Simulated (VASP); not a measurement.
# Si2Ni (P4/mmm) in VASP: further runs

Runs on Si2Ni. Level: PBE. Tasks: relaxation of cell and atoms.

All numbers are computed with VASP 6.6.1; they aren't measurements. Logs are shortened: lines on timing, memory, paths and dates and some standing lists are left out, and cuts for length are marked.

**1. The cell of the first run**

It takes space group P4/mmm (No. 123, tetragonal). The conventional cell has a = 3.827 Å, b = 3.827 Å, c = 3.188 Å, α = 90.00°, β = 90.00°, γ = 90.00°. Si (site symmetry mmm) has 4 Ni at 2.49 Å and 6 Si at 2.71 to 3.19 Å within 3.3 Å. Within 3.3 Å of Ni (site symmetry 4/mmm) lie 8 Si at 2.49 Å and 2 Ni at 3.19 Å.

The cell was generated, and may not be a known phase.

**2. Relaxation of cell and atoms, PBE, collinear spin, ferromagnetic start**

INCAR reads:

```
PREC     = Accurate       # precision mode
ENCUT    = 600            # plane-wave cutoff, eV
EDIFF    = 1E-7           # SCF threshold, eV
ISMEAR   = 0              # smearing method
SIGMA    = 0.1            # smearing width, eV
LREAL    = F              # projectors in reciprocal space
LASPH    = T              # aspherical terms in the spheres
NELM     = 150            # most SCF steps
ALGO     = Normal         # electronic algorithm
ISIF     = 3              # what is computed and relaxed
LWAVE    = F              # write WAVECAR
LCHARG   = F              # write CHGCAR
ISPIN    = 2              # spin polarisation
MAGMOM   = 0 0 2          # initial moments
LORBIT   = 11             # projections on sites
LMAXMIX  = 4              # l up to which the mixer works
GGA      = PE             # functional
IBRION   = 2              # ionic algorithm
NSW      = 90             # ionic steps
EDIFFG   = -0.04          # ionic threshold
```

KPOINTS reads:

```
Automatic mesh
0
Gamma
  4 4 6
```

POSCAR reads:

```
Si2Ni
1.0
    3.8268352700      0.0000000000      0.0000000000
    0.0000000000      3.8268352700      0.0000000000
    0.0000000000      0.0000000000      3.1876460400
Si Ni
2 1
Direct
    0.0000000000      0.5000000000      0.5000000000
    0.5000000000      0.0000000000      0.5000000000
    0.0000000000      0.0000000000      0.0000000000
```

Potentials or basis: VASP PAW PBE potentials, release 64 (Si, Ni).

The run is started by

```console
$ cat potpaw_PBE.64/Si/POTCAR potpaw_PBE.64/Ni/POTCAR > POTCAR
$ mpirun -np 1 vasp_std > vasp.out
```

OUTCAR:

```text
PREC = Accurate
   ENCUT = 600
   EDIFF = 1E-7
   ISMEAR = 0
   LREAL = F
   LASPH = T
   NELM = 150
   ISIF = 3
   ISPIN = 2
   LORBIT = 11
   GGA = PE
   IBRION = 2
   NSW = 90
   EDIFFG = -0.04

 ion  position               nearest neighbor table
   1  0.000  0.500  0.500-   3 2.49   3 2.49   3 2.49   3 2.49   2 2.71   2 2.71   2 2.71   2 2.71

   2  0.500  0.000  0.500-   3 2.49   3 2.49   3 2.49   3 2.49   1 2.71   1 2.71   1 2.71   1 2.71

   3  0.000  0.000  0.000-   1 2.49   2 2.49   1 2.49   2 2.49   1 2.49   1 2.49   2 2.49   2 2.49

  LATTYP: Found a simple tetragonal cell.
 ALAT       =     3.8268352700
 C/A-ratio  =     0.8329718462

  Lattice vectors:

 A1 = (   3.8268352700,   0.0000000000,   0.0000000000)
 A2 = (   0.0000000000,   3.8268352700,   0.0000000000)
 A3 = (   0.0000000000,   0.0000000000,   3.1876460400)

Analysis of symmetry for initial positions (statically):
=====================================================================
 Subroutine PRICEL returns:
 Original cell was already a primitive cell.

 Routine SETGRP: Setting up the symmetry group for a
 simple tetragonal supercell.

 Subroutine GETGRP returns: Found 16 space group operations
 (whereof 16 operations were pure point group operations)
 out of a pool of 16 trial point group operations.

The static configuration has the point symmetry D_4h.

Analysis of symmetry for dynamics (positions and initial velocities):
=====================================================================
 Subroutine PRICEL returns:
 Original cell was already a primitive cell.

 Routine SETGRP: Setting up the symmetry group for a
 simple tetragonal supercell.

 Subroutine GETGRP returns: Found 16 space group operations
 (whereof 16 operations were pure point group operations)
 out of a pool of 16 trial point group operations.

The dynamic configuration has the point symmetry D_4h.

Analysis of structural, dynamic, and magnetic symmetry:
=====================================================================
 Subroutine PRICEL returns:
 Original cell was already a primitive cell.

 Routine SETGRP: Setting up the symmetry group for a
 simple tetragonal supercell.

 Subroutine GETGRP returns: Found 16 space group operations
 (whereof 16 operations were pure point group operations)
 out of a pool of 16 trial point group operations.

The overall configuration has the point symmetry D_4h.

 Subroutine INISYM returns: Found 16 space group operations
 (whereof 16 operations are pure point group operations),
 and found     1 'primitive' translations

----------------------------------------------------------------------------------------

                                     Primitive cell

  volume of cell :      46.6820

  direct lattice vectors                    reciprocal lattice vectors
     3.826835270  0.000000000  0.000000000     0.261312528  0.000000000  0.000000000
     0.000000000  3.826835270  0.000000000     0.000000000  0.261312528  0.000000000
     0.000000000  0.000000000  3.187646040     0.000000000  0.000000000  0.313711117

  length of vectors
     3.826835270  3.826835270  3.187646040     0.261312528  0.261312528  0.313711117

  position of ions in fractional coordinates (direct lattice)
     0.000000000  0.500000000  0.500000000
     0.500000000  0.000000000  0.500000000
     0.000000000  0.000000000  0.000000000

  ion indices of the primitive-cell ions
   primitive index   ion index
                 1           1
                 2           2
                 3           3

----------------------------------------------------------------------------------------

 KPOINTS: Automatic mesh

Automatic generation of k-mesh.
 Grid dimensions read from file:
 generate k-points for:    4    4    6

 Generating k-lattice:

  Cartesian coordinates                     Fractional coordinates (reciprocal lattice)
     0.065328132  0.000000000  0.000000000     0.250000000  0.000000000  0.000000000
     0.000000000  0.065328132  0.000000000     0.000000000  0.250000000  0.000000000
     0.000000000  0.000000000  0.052285186     0.000000000  0.000000000  0.166666667

  Length of vectors
     0.065328132  0.065328132  0.052285186

  Shift w.r.t. Gamma in fractional coordinates (k-lattice)
     0.000000000  0.000000000  0.000000000

 Subroutine IBZKPT returns following result:
 ===========================================

 Found     24 irreducible k-points:

 Following reciprocal coordinates:
            Coordinates               Weight
  0.000000  0.000000  0.000000      1.000000
  0.250000  0.000000  0.000000      4.000000
  0.500000  0.000000  0.000000      2.000000
  0.250000  0.250000  0.000000      4.000000
  0.500000  0.250000  0.000000      4.000000
  0.500000  0.500000  0.000000      1.000000
[... 16 lines left out ...]
  0.500000  0.250000  0.500000      4.000000
  0.500000  0.500000  0.500000      1.000000
   k-points           NKPTS =     24   k-points in BZ     NKDIM =     24   number of bands    NBANDS=     14
   number of dos      NEDOS =    301   number of ions     NIONS =      3
   total plane-waves  NPLWV =  28672
   dimension x,y,z NGX =    32 NGY =   32 NGZ =   28
   dimension x,y,z NGXF=    64 NGYF=   64 NGZF=   56
   ions per type =               2   1
   NGX,Y,Z   is equivalent  to a cutoff of  13.90, 13.90, 14.60 a.u.
   NGXF,Y,Z  is equivalent  to a cutoff of  27.80, 27.80, 29.21 a.u.
 SYSTEM =  unknown system
   PREC   = accura    normal or accurate (medium, high low for compatibility)
   ISTART =      0    job   : 0-new  1-cont  2-samecut
   ICHARG =      2    charge: 1-file 2-atom 10-const
   ISPIN  =      2    spin polarized calculation?
   LNONCOLLINEAR =      F non collinear calculations
   LSORBIT =      F    spin-orbit coupling
   LASPH  =      T    aspherical Exc in radial PAW
   ENCUT  =  600.0 eV  44.10 Ry    6.64 a.u.   7.64  7.64  6.37*2*pi/ulx,y,z
   NELM   =    150;   NELMIN=  2; NELMDL= -5     # of ELM steps
   EDIFF  = 0.1E-06   stopping-criterion for ELM
   LREAL  =      F    real-space projection
   EDIFFG = -.4E-01   stopping-criterion for IOM
   NSW    =     90    number of steps for IOM
   IBRION =      2    ionic relax: 0-MD 1-quasi-New 2-CG
   NFREE  =      1    steps in history (QN), initial steepest desc. (CG)
   ISIF   =      3    stress and relaxation
   ISYM   =      2    0-nonsym 1-usesym 2-fastsym
   POTIM  = 0.5000    time-step for ionic-motion
   TEBEG  =    0.0;   TEEND  =   0.0 temperature during run
   PSTRESS=    0.0 pullay stress
   NELECT =      18.0000    total number of electrons
   NUPDOWN=      -1.0000    fix difference up-down
   EMIN   =  10.00;   EMAX   =-10.00  energy-range for DOS
   EFERMI =   0.00;   METHOD = LEGACY
   ISMEAR =     0;   SIGMA  =   0.10  broadening in eV -4-tet -1-fermi 0-gaus
   EFERMI_NEDOS =   21; number of points for ismear=-14 and -15
   IALGO  =     38    algorithm
   IMIX   =      4    mixing-type and parameters
     AMIX     =   0.40;   BMIX     =  1.00
     AMIX_MAG =   1.60;   BMIX_MAG =  1.00
  volume/ion in A,a.u.               =      15.56       105.01
  Fermi-wavevector in a.u.,A,eV,Ry     =   1.191560  2.251721 19.317748  1.419814
  Thomas-Fermi vector in A             =   2.327618
   LORBIT       =     11    0 simple, 1 ext, 2 COOP (PROOUT), +10 PAW based schemes
   GGA     = PE    functional components
   LHFCALC =     F    Hartree Fock is set to
   AEXX    =    0.0000 exact exchange contribution
   IVDW    =     0    specifies the selected vdW correction
   LEPSILON=     F    determine dielectric tensor
   LRPA    =     F    only Hartree local field effects (RPA)
 conjugate gradient relaxation of ions
 spin polarized calculation
 Gauss-broadening in eV      SIGMA  =   0.10
  energy-cutoff  :      600.00
  volume of cell :       46.68
 maximum number of plane-waves:      1572
 NGX is ok and might be reduce to    32
   NGX = 15   NGY = 15   NGZ = 13

--------------------------------------- Ionic step        1  -------------------------------------------

 number of electron      18.0000008 magnetization       0.0025804

 number of electron      18.0000008 magnetization      -0.0002851

 Free energy of the ion-electron system (eV)
  ---------------------------------------------------
  ext. energy  EPLUGINS =         0.00000000
  ---------------------------------------------------
  free energy    TOTEN  =       -16.14531985 eV

  energy without entropy =      -16.13999859  energy(sigma->0) =      -16.14265922

------------------------ aborting loop because EDIFF is reached ----------------------------------------

  FORCE on cell =-STRESS in cart. coord.  units (eV):
  Direction    XX          YY          ZZ          XY          YZ          ZX
  --------------------------------------------------------------------------------------
  -------------------------------------------------------------------------------------
  Total       -3.5824388     -3.5824388     -3.1568262      0.0000000     -0.0000000      0.0000000
  in kB     -122.9531719   -122.9531719   -108.3456887      0.0000000     -0.0000000      0.0000000
  external PRESSURE =    -118.0840108 kB  Pullay stress =       0.0000000 kB
[... 26 lines left out ...]
 number of electron      18.0000007 magnetization       0.0000002

 number of electron      18.0000007 magnetization      -0.0000019

 E-fermi :  10.3319     XC(G=0): -11.6283

 val. band max:       10.2731897017   @ k =   0.2500   0.2500   0.0000
 cond. band min:      10.3652042608   @ k =   0.2500   0.0000   0.3333
 fundamental gap:      0.0920145591
 Fermi energy:        10.3319007606

 spin component 1

 k-point     1 :       0.0000    0.0000    0.0000
  band No.  band energies     occupation
      1      -3.5988      1.00000
      2       4.4111      1.00000
      3       5.9480      1.00000
      4       6.5148      1.00000
      5       6.5148      1.00000
      6       7.2395      1.00000
      7       7.2395      1.00000
      8       7.4265      1.00000
      9      10.9859      0.00000
     10      11.0278      0.00000
     11      11.7313      0.00000
[... 880 lines left out ...]
 number of electron      17.9999999 magnetization      -0.0000000

 number of electron      17.9999999 magnetization       0.0000002

 Free energy of the ion-electron system (eV)
  ---------------------------------------------------
  ext. energy  EPLUGINS =         0.00000000
  ---------------------------------------------------
  free energy    TOTEN  =       -16.35899290 eV

  energy without entropy =      -16.35286703  energy(sigma->0) =      -16.35592997

 E-fermi :   9.5588     XC(G=0): -11.3812

 val. band max:        9.5493686568   @ k =   0.0000   0.0000   0.3333
 cond. band min:       9.6317972770   @ k =   0.2500   0.0000   0.3333
 fundamental gap:      0.0824286203
 Fermi energy:         9.5587667136

 spin component 1

 k-point     1 :       0.0000    0.0000    0.0000
  band No.  band energies     occupation
      1      -3.8659      1.00000
      2       3.8608      1.00000
      3       5.5400      1.00000
      4       5.9423      1.00000
      5       5.9423      1.00000
      6       6.7073      1.00000
      7       6.7073      1.00000
      8       6.8813      1.00000
      9      10.0060      0.00000
     10      10.2945      0.00000
     11      11.0614      0.00000
[... 833 lines left out ...]
  FREE ENERGIE OF THE ION-ELECTRON SYSTEM (eV)
  ---------------------------------------------------
  free  energy   TOTEN  =       -16.3589929049 eV

  energy  without entropy=      -16.3528670277  energy(sigma->0) =      -16.35592997

 reached required accuracy - stopping structural energy minimisation

 total charge

# of ion       s       p       d       tot
------------------------------------------
    1        0.754   0.822   0.000   1.576
    2        0.754   0.822   0.000   1.576
    3        0.525   0.591   8.493   9.609
--------------------------------------------------
tot          2.033   2.235   8.493  12.761

 magnetization (x)

# of ion       s       p       d       tot
------------------------------------------
    1       -0.000   0.000   0.000  -0.000
    2       -0.000   0.000   0.000  -0.000
    3       -0.000  -0.000  -0.000  -0.000
--------------------------------------------------
tot         -0.000   0.000  -0.000  -0.000
```

Wall time 2.6 min (1 thread of Intel Xeon 8259CL, shared host); peak memory 0.21 GiB.

Results:

- Free energy: -16.3590 eV
- Relaxed volume: 13.85 Å³/atom
- Relaxed cell: a = 3.675 Å, b = 3.675 Å, c = 3.076 Å, α = 90.00°, β = 90.00°, γ = 90.00°
- Space group after relaxing (to 0.1 Å): P4/mmm (No. 123)
- Energy gained by relaxing: 71.2 meV/atom
- Ionic steps: 4
- Pressure after relaxing: -0.2 GPa
- Band gap on the k mesh: zero (filled and empty bands overlap)
- Net moment: 0.00 μB per cell
- Valence electrons inside the program's atomic spheres: Si 1.58; Ni 9.61

Step by step:
| step | energy change (eV) | largest force (eV/Å) | pressure (GPa) | volume (Å³) |
| --- | --- | --- | --- | --- |
| 1 | 0.0000 | 0.0000 | -11.81 | 46.68 |
| 2 | -0.1686 | 0.0000 | 7.24 | 39.35 |
| 3 | -0.2137 | 0.0000 | 0.07 | 41.44 |
| 4 | -0.2137 | 0.0000 | -0.20 | 41.55 |

Final structure:
```
Si Ni
1.0
     3.67499    0.00000    0.00000
     0.00000    3.67499    0.00000
     0.00000    0.00000    3.07619
Si Ni
2 1
Cartesian
  0.0000 1.8375 1.5381
  1.8375 0.0000 1.5381
  0.0000 0.0000 0.0000
```

Levels at points of the mesh, in eV from the Fermi level:
Spin up:
```tsv
k point	band 7	band 8	band 9	band 10	band 11	band 12
(0.00, 0.00, 0.00)	-2.85	-2.68	0.45	0.74	1.50	5.55
(0.50, 0.00, 0.00)	-2.64	-1.65	1.08	1.09	2.73	2.82
(0.50, 0.50, 0.00)	-2.74	-2.42	-1.53	5.88	5.88	6.65
(0.00, 0.00, 0.50)	-1.94	-0.38	1.05	1.05	2.22	3.23
(0.50, 0.00, 0.50)	-2.49	-1.84	-1.72	1.05	2.79	3.30
(0.50, 0.50, 0.50)	-3.30	-2.61	-2.20	-0.81	-0.66	-0.66
```
Spin down:
```tsv
k point	band 7	band 8	band 9	band 10	band 11	band 12
(0.00, 0.00, 0.00)	-2.85	-2.68	0.45	0.74	1.50	5.55
(0.50, 0.00, 0.00)	-2.64	-1.65	1.08	1.09	2.73	2.82
(0.50, 0.50, 0.00)	-2.74	-2.42	-1.53	5.88	5.88	6.65
(0.00, 0.00, 0.50)	-1.94	-0.38	1.05	1.05	2.22	3.23
(0.50, 0.00, 0.50)	-2.49	-1.84	-1.72	1.05	2.79	3.30
(0.50, 0.50, 0.50)	-3.30	-2.61	-2.20	-0.81	-0.66	-0.66
```

Caveat: the k points lie up to 0.43 Å⁻¹ apart in the final cell, too coarse for converged energies and pressures of a metal; the moments typed at the start vanished in this run.

**3. Relaxation of cell and atoms, PBE**

This run uses another cell than the first one, of 13.91 Å³/atom.

INCAR reads:

```
SYSTEM = Si2Ni
PREC = Accurate ; ENCUT = 600
EDIFF = 1E-6 ; ISMEAR = 0
SIGMA = 0.1 ; LREAL = .False.
LASPH = .True. ; NELM = 100
ALGO = Normal ; ISIF = 3
LWAVE = .False. ; LCHARG = .False.
GGA = PE ; IBRION = 2
NSW = 100 ; EDIFFG = -0.01
```

KPOINTS reads:

```
regular mesh
0
Gamma
  14 14 14
  0 0 0
```

POSCAR reads:

```
Si2Ni
1.0
    3.5294645363      0.0000000000      0.0000000000
    0.0000000000      3.5294645363      0.0000000000
    0.0000000000      0.0000000000      3.3487271827
Si Ni
2 1
Direct
    0.0000000000      0.5000000000      0.5000000000
    0.5000000000      0.0000000000      0.5000000000
    0.0000000000      0.0000000000      0.0000000000
```

Potentials or basis: VASP PAW PBE potentials, release 64 (Si, Ni).

The run is started by

```console
$ cat potpaw_PBE.64/Si/POTCAR potpaw_PBE.64/Ni/POTCAR > POTCAR
$ mpirun -np 1 vasp_std > vasp.out
```

Wall time 14 min (1 thread of Intel Xeon 8259CL, shared host); peak memory 0.33 GiB.

The run converged. Its results:

| Property | Result |
| --- | --- |
| Free energy | -16.3806 eV |
| Relaxed volume | 13.88 Å³/atom |
| Relaxed cell | a = 3.580 Å, b = 3.580 Å, c = 3.248 Å, α = 90.00°, β = 90.00°, γ = 90.00° |
| Space group after relaxing (to 0.1 Å) | P4/mmm (No. 123) |
| Energy gained by relaxing | 1.1 meV/atom |
| Ionic steps | 7 |
| Pressure after relaxing | 0.1 GPa |
| Band gap on the k mesh | zero (bands 9 and 10 overlap by 2.26 eV) |

Step by step:
| step | energy change (eV) | largest force (eV/Å) | pressure (GPa) | volume (Å³) |
| --- | --- | --- | --- | --- |
| 1 | 0.0000 | 0.0000 | -0.07 | 41.72 |
| 2 | -0.0007 | 0.0000 | 0.15 | 41.68 |
| 3 | -0.0018 | 0.0000 | 0.39 | 41.60 |
| 4 | -0.0027 | 0.0000 | 0.78 | 41.42 |
| 5 | -0.0032 | 0.0000 | 0.36 | 41.52 |
| 6 | -0.0034 | 0.0000 | -0.28 | 41.71 |
| 7 | -0.0034 | 0.0000 | 0.08 | 41.64 |

Final structure:
```xyz
3
Lattice="3.5801 0.0000 0.0000 0.0000 3.5801 0.0000 0.0000 0.0000 3.2485" Properties=species:S:1:pos:R:3 pbc="T T T"
Si    0.0000    1.7901    1.6242
Si    1.7901    0.0000    1.6242
Ni    0.0000    0.0000    0.0000
```

Levels at points of the mesh, in eV from the Fermi level:
```
           k point  band 5  band 6  band 7  band 8  band 9  band 10  band 11  band 12  band 13
(0.00, 0.00, 0.00)   -3.03   -2.57   -2.57   -2.16   -0.35     1.11     1.72     4.96     7.12
(0.50, 0.00, 0.00)   -2.88   -2.53   -2.06   -0.90    1.50     1.80     1.86     3.66     4.40
(0.50, 0.50, 0.00)   -3.07   -3.07   -2.15   -1.84   -1.25     5.44     5.44     5.70     7.06
(0.00, 0.00, 0.50)   -3.62   -1.99   -1.89    0.19    1.10     1.10     2.28     3.95     3.95
(0.50, 0.00, 0.50)   -3.94   -2.25   -1.94   -1.84   -1.49     1.27     3.32     3.34     4.77
(0.50, 0.50, 0.50)   -2.94   -2.94   -2.93   -2.07   -1.88    -0.62    -0.44    -0.44     3.09
```

The gap in the log of VASP goes by the Fermi energy; the results here count the filled bands.